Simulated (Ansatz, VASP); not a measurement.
## Ga: VASP beside Ansatz

```
Ga
1.0
    -1.36767    1.41225    2.22900
     1.41225   -1.36767    2.22900
     1.39575    1.39575   -2.20092
Ga
1
Direct
  0.00000 0.00000 0.00000
```

Change from the starting cell: equal xy, yz and zx shear strains of +2 %, PAW files.

Alike in both runs: task electric field gradients; functional PBEsol; k mesh 16 × 16 × 16; occupations fermi-dirac, width 0.03 eV; no spin polarisation.

|  | VASP | Ansatz |
| --- | --- | --- |
| version | VASP 6.6.1 | Ansatz 0.2.0 |
| potentials or method | VASP PAW PBE potentials, release 64 (Ga_d) | PAW with Ansatz's default frozen-core files, scalar-relativistic |
| plane-wave cutoff (eV) | 520 | 420 |
| valence electrons in the cell | 13 | 13 |

Ansatz gave:

| Item | Value |
| --- | --- |
| pressure (GPa) | 0.6 |
| traceless stress, the component that is largest in VASP (GPa) | -0.70 |
| size of Vzz on the site where it differs most (V/Å²) | 21.5 |

**Question.** Estimate VASP's values.

**Answer.** Pressure (GPa): 0.7; traceless stress, the component that is largest in VASP (GPa): -0.70; size of Vzz on the site where it differs most (V/Å²): 20.5.

VASP's potentials were made for PBE, not for PBEsol. The functional is the same, so the differences come from potentials, cutoffs and numerics.
